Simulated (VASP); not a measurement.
Here is a VASP 6.6.1 calculation.

Contents of POSCAR:

```
Cd2B2N
1.0
    0.0000000000      3.6952970000      0.0000000000
    3.6952970000      0.0000000000      0.0000000000
    1.8476480000      1.8476480000     -4.9342460000
B Cd N
2 2 1
Direct
    0.3780000000      0.3780000000      0.2440000000
    0.6220000000      0.6220000000      0.7560000000
    0.7500000000      0.2500000000      0.5000000000
    0.2500000000      0.7500000000      0.5000000000
    0.0000000000      0.0000000000      0.0000000000
```

The input INCAR.step1:

```
SYSTEM = Cd2B2N
PREC     = Accurate       ! precision mode
ENCUT    = 520            ! plane-wave cutoff, eV
ISMEAR   = -1             ! smearing method
SIGMA    = 0.1            ! smearing width, eV
LREAL    = .FALSE.        ! projectors in reciprocal space
LASPH    = .TRUE.         ! aspherical terms in the spheres
NELM     = 80             ! most SCF steps
NBANDS   = 26             ! bands
GGA      = PE             ! functional
ALGO     = Normal         ! electronic algorithm
EDIFF    = 1E-4           ! SCF threshold, eV
LWAVE    = .TRUE.         ! write WAVECAR
LCHARG   = .FALSE.        ! write CHGCAR
```

The input INCAR.step2:

```
SYSTEM = Cd2B2N
PREC     = Accurate       ! precision mode
ENCUT    = 520            ! plane-wave cutoff, eV
EDIFF    = 1E-6           ! SCF threshold, eV
ISMEAR   = -1             ! smearing method
SIGMA    = 0.1            ! smearing width, eV
LREAL    = .FALSE.        ! projectors in reciprocal space
LASPH    = .TRUE.         ! aspherical terms in the spheres
NELM     = 80             ! most SCF steps
ALGO     = Normal         ! electronic algorithm
ISIF     = 2              ! what is computed and relaxed
LWAVE    = .FALSE.        ! write WAVECAR
LCHARG   = .FALSE.        ! write CHGCAR
METAGGA  = R2SCAN         ! meta-GGA
LMIXTAU  = .TRUE.       
NBANDS   = 26             ! bands
ISTART   = 1
```

The input KPOINTS:

```
Automatic mesh
0
G
  5 5 5
  0 0 0
```

Potentials or basis: VASP PAW PBE potentials, release 64 (B, Cd, N).

Run with:

```console
$ cat potpaw_PBE.64/B/POTCAR potpaw_PBE.64/Cd/POTCAR potpaw_PBE.64/N/POTCAR > POTCAR
$ cp INCAR.step1 INCAR
$ mpirun -np 1 vasp_std > vasp.out
$ cp INCAR.step2 INCAR
$ mpirun -np 1 vasp_std > vasp.out
```

(1) Predict the band gap on the k mesh.

(2) Estimate the pressure.

(3) Estimate the largest force.

Answers

(1) zero (an odd number of electrons rules out a gap without spin polarisation).

(2) 17.8 GPa.

(3) 4.932 eV/Å.

Caveat: the k points lie up to 0.36 Å⁻¹ apart, too coarse for converged energies and pressures of a metal; the PAW data sets were made with another functional, which shifts forces and pressure a little.
